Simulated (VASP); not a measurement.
# N2 in VASP: single point with PBE

Aim: the single point of N2 with PBE.

Program: VASP 6.6.1. These are calculated values, not measurements. Logs are shortened: lines on timing, memory, paths and dates and some standing lists are left out, and cuts for length are marked.

### Step 1. The cell of the first run

The cell holds a molecule in a box, 2 atoms: a = 13.000 Å, b = 13.300 Å, c = 13.600 Å, α = 90.00°, β = 90.00°, γ = 90.00°.

### Step 2. Single point, PBE

The input, INCAR:

```
PREC = Accurate
ENCUT = 1000
EDIFF = 1E-6
ISMEAR = 0
SIGMA = 0.01
LREAL = F
LASPH = T
NELM = 120
ALGO = Normal
ISIF = 2
LWAVE = F
LCHARG = F
GGA = PE
NBANDS = 12
GGA_COMPAT = F
NELMDL = -8
```

The input, KPOINTS:

```
regular mesh
0
Gamma
  1 1 1
```

The input, POSCAR:

```
N
1.0
   13.0000000000      0.0000000000      0.0000000000
    0.0000000000     13.3000000000      0.0000000000
    0.0000000000      0.0000000000     13.6000000000
N
2
Direct
    0.4576092116      0.5000000000      0.5000000000
    0.5423907884      0.5000000000      0.5000000000
```

Potentials or basis: VASP PAW PBE potentials, release 64 (N_h).

Started as:

```bash
$ cat potpaw_PBE.64/N_h/POTCAR > POTCAR
$ mpirun -np 1 vasp_gam > vasp.out
```

OUTCAR:

```text
PREC = Accurate
   ENCUT = 1000
   EDIFF = 1E-6
   ISMEAR = 0
   LREAL = F
   LASPH = T
   NELM = 120
   ISIF = 2
   GGA = PE
   NELMDL = -8

 ion  position               nearest neighbor table
   1  0.458  0.500  0.500-   2 1.10
   2  0.542  0.500  0.500-   1 1.10

  LATTYP: Found a simple orthorhombic cell.
 ALAT       =    13.0000000000
 B/A-ratio  =     1.0230769231
 C/A-ratio  =     1.0461538462

  Lattice vectors:

 A1 = (  13.0000000000,   0.0000000000,   0.0000000000)
 A2 = (   0.0000000000,  13.3000000000,   0.0000000000)
 A3 = (   0.0000000000,   0.0000000000,  13.6000000000)

Analysis of symmetry for initial positions (statically):
=====================================================================
 Subroutine PRICEL returns:
 Original cell was already a primitive cell.

 Routine SETGRP: Setting up the symmetry group for a
 simple orthorhombic supercell.

 Subroutine GETGRP returns: Found  8 space group operations
 (whereof  8 operations were pure point group operations)
 out of a pool of  8 trial point group operations.

The static configuration has the point symmetry D_2h.

Analysis of symmetry for dynamics (positions and initial velocities):
=====================================================================
 Subroutine PRICEL returns:
 Original cell was already a primitive cell.

 Routine SETGRP: Setting up the symmetry group for a
 simple orthorhombic supercell.

 Subroutine GETGRP returns: Found  8 space group operations
 (whereof  8 operations were pure point group operations)
 out of a pool of  8 trial point group operations.

The dynamic configuration has the point symmetry D_2h.

 Subroutine INISYM returns: Found  8 space group operations
 (whereof  8 operations are pure point group operations),
 and found     1 'primitive' translations

----------------------------------------------------------------------------------------

                                     Primitive cell

  volume of cell :    2351.4400

  direct lattice vectors                    reciprocal lattice vectors
    13.000000000  0.000000000  0.000000000     0.076923077  0.000000000  0.000000000
     0.000000000 13.300000000  0.000000000     0.000000000  0.075187970  0.000000000
     0.000000000  0.000000000 13.600000000     0.000000000  0.000000000  0.073529412
[... 56 lines left out ...]
   LSORBIT =      F    spin-orbit coupling
   LASPH  =      T    aspherical Exc in radial PAW
   ENCUT  = 1000.0 eV  73.50 Ry    8.57 a.u.  33.52 34.29 35.07*2*pi/ulx,y,z
   NELM   =    120;   NELMIN=  2; NELMDL= -8     # of ELM steps
   EDIFF  = 0.1E-05   stopping-criterion for ELM
   LREAL  =      F    real-space projection
   EDIFFG = 0.1E-04   stopping-criterion for IOM
   NSW    =      0    number of steps for IOM
   IBRION =     -1    ionic relax: 0-MD 1-quasi-New 2-CG
   NFREE  =      0    steps in history (QN), initial steepest desc. (CG)
   ISIF   =      2    stress and relaxation
   ISYM   =      2    0-nonsym 1-usesym 2-fastsym
   POTIM  = 0.5000    time-step for ionic-motion
   TEBEG  =    0.0;   TEEND  =   0.0 temperature during run
   PSTRESS=    0.0 pullay stress
   NELECT =      10.0000    total number of electrons
   NUPDOWN=      -1.0000    fix difference up-down
   EMIN   =  10.00;   EMAX   =-10.00  energy-range for DOS
   EFERMI =   0.00;   METHOD = LEGACY
   ISMEAR =     0;   SIGMA  =   0.01  broadening in eV -4-tet -1-fermi 0-gaus
   EFERMI_NEDOS =   21; number of points for ismear=-14 and -15
   IALGO  =     38    algorithm
   IMIX   =      4    mixing-type and parameters
     AMIX     =   0.40;   BMIX     =  1.00
     AMIX_MAG =   1.60;   BMIX_MAG =  1.00
  volume/ion in A,a.u.               =    1175.72      7934.15
  Fermi-wavevector in a.u.,A,eV,Ry     =   0.265235  0.501221  0.957162  0.070349
  Thomas-Fermi vector in A             =   1.098169
   LORBIT       =      0    0 simple, 1 ext, 2 COOP (PROOUT), +10 PAW based schemes
   GGA     = PE    functional components
   LHFCALC =     F    Hartree Fock is set to
   AEXX    =    0.0000 exact exchange contribution
   IVDW    =     0    specifies the selected vdW correction
   LEPSILON=     F    determine dielectric tensor
   LRPA    =     F    only Hartree local field effects (RPA)
 non-spin polarized calculation
 Gauss-broadening in eV      SIGMA  =   0.01
  energy-cutoff  :     1000.00
  volume of cell :     2351.44
 maximum number of plane-waves:     84389
 NGX is ok and might be reduce to   140
   NGX = 67   NGY = 69   NGZ = 71

 number of electron      10.0000000 magnetization

 Free energy of the ion-electron system (eV)
  ---------------------------------------------------
  ext. energy  EPLUGINS =         0.00000000
  ---------------------------------------------------
  free energy    TOTEN  =       -16.82157542 eV

  energy without entropy =      -16.82157542  energy(sigma->0) =      -16.82157542

 E-fermi : -10.1210     XC(G=0):  -0.2804

 val. band max:      -10.1804411420   @ k =   0.0000   0.0000   0.0000
 cond. band min:      -1.9290400106   @ k =   0.0000   0.0000   0.0000
 fundamental gap:      8.2514011314
 Fermi energy:       -10.1210011988

 k-point     1 :       0.0000    0.0000    0.0000
  band No.  band energies     occupation
      1     -28.1347      2.00000
      2     -13.4649      2.00000
      3     -11.5256      2.00000
      4     -11.5256      2.00000
      5     -10.1804      2.00000
      6      -1.9290      0.00000
      7      -1.9290      0.00000
      8      -0.1420      0.00000
      9       0.5947      0.00000
     10       0.6394      0.00000
     11       0.6692      0.00000
     12       0.8301      0.00000

------------------------ aborting loop because EDIFF is reached ----------------------------------------

  FORCE on cell =-STRESS in cart. coord.  units (eV):
  Direction    XX          YY          ZZ          XY          YZ          ZX
  --------------------------------------------------------------------------------------
  -------------------------------------------------------------------------------------
  Total        0.0627395     -0.0127428     -0.0130028      0.0000000      0.0000000      0.0000000
  in kB        0.0427482     -0.0086824     -0.0088596      0.0000000      0.0000000      0.0000000
  external PRESSURE =       0.0084021 kB  Pullay stress =       0.0000000 kB

 VOLUME and BASIS-vectors are now :
 -----------------------------------------------------------------------------
  energy-cutoff  :     1000.00
  volume of cell :     2351.44
      direct lattice vectors                 reciprocal lattice vectors
    13.000000000  0.000000000  0.000000000     0.076923077  0.000000000  0.000000000
     0.000000000 13.300000000  0.000000000     0.000000000  0.075187970  0.000000000
     0.000000000  0.000000000 13.600000000     0.000000000  0.000000000  0.073529412

 POSITION                                       TOTAL-FORCE (eV/Angst)
 -----------------------------------------------------------------------------------
      5.94892      6.65000      6.80000        -0.068269      0.000000     -0.000000
      7.05108      6.65000      6.80000         0.068269     -0.000000      0.000000
 -----------------------------------------------------------------------------------
    total drift:                               -0.000000      0.000000      0.000000

  FREE ENERGIE OF THE ION-ELECTRON SYSTEM (eV)
  ---------------------------------------------------
  free  energy   TOTEN  =       -16.8215754209 eV

  energy  without entropy=      -16.8215754209  energy(sigma->0) =      -16.82157542
```

OSZICAR:

```text
N       E                     dE             d eps       ncg     rms          rms(c)
DAV:   1     0.104164564209E+03    0.10416E+03   -0.22409E+03    32   0.604E+02
DAV:   2     0.345279733324E+02   -0.69637E+02   -0.68398E+02    44   0.630E+01
DAV:   3    -0.133491001378E+02   -0.47877E+02   -0.47828E+02    48   0.770E+01
[... 15 lines left out ...]
DAV:  19    -0.168215608071E+02   -0.30373E-04   -0.11482E-06    24   0.445E-03    0.418E-04
DAV:  20    -0.168215684027E+02   -0.75957E-05   -0.11959E-07    32   0.151E-03    0.219E-04
DAV:  21    -0.168215730371E+02   -0.46343E-05   -0.47714E-08    28   0.997E-04    0.238E-04
DAV:  22    -0.168215747533E+02   -0.17162E-05   -0.86032E-09    28   0.598E-04    0.712E-05
DAV:  23    -0.168215754209E+02   -0.66759E-06    0.10593E-08    32   0.307E-04
   1 F= -.16821575E+02 E0= -.16821575E+02  d E =-.255468E-17
```

stdout:

```text
POSCAR found type information on POSCAR N
 POSCAR found :  1 types and       2 ions
 scaLAPACK will be used
 LDA part: xc-table for (Slater+PW92), standard interpolation
 POSCAR, INCAR and KPOINTS ok, starting setup
 FFT: planning ... GRIDC
 FFT: planning ... GRID_SOFT
 FFT: planning ... GRID
 WAVECAR not read
 entering main loop
```

It took 4.3 min on 1 thread of Intel Xeon 6975P-C (Granite Rapids), shared host; peak memory 3.4 GiB.

Results:

```yaml
Free_energy: -16.8216 eV
Largest_force: 0.068 eV/Å
Gap_between_the_frontier_levels: 8.25 eV
```

Forces in eV/Å, atoms in the order of the input:
```
N   -0.068  0.000  0.000
N    0.068  0.000  0.000
```
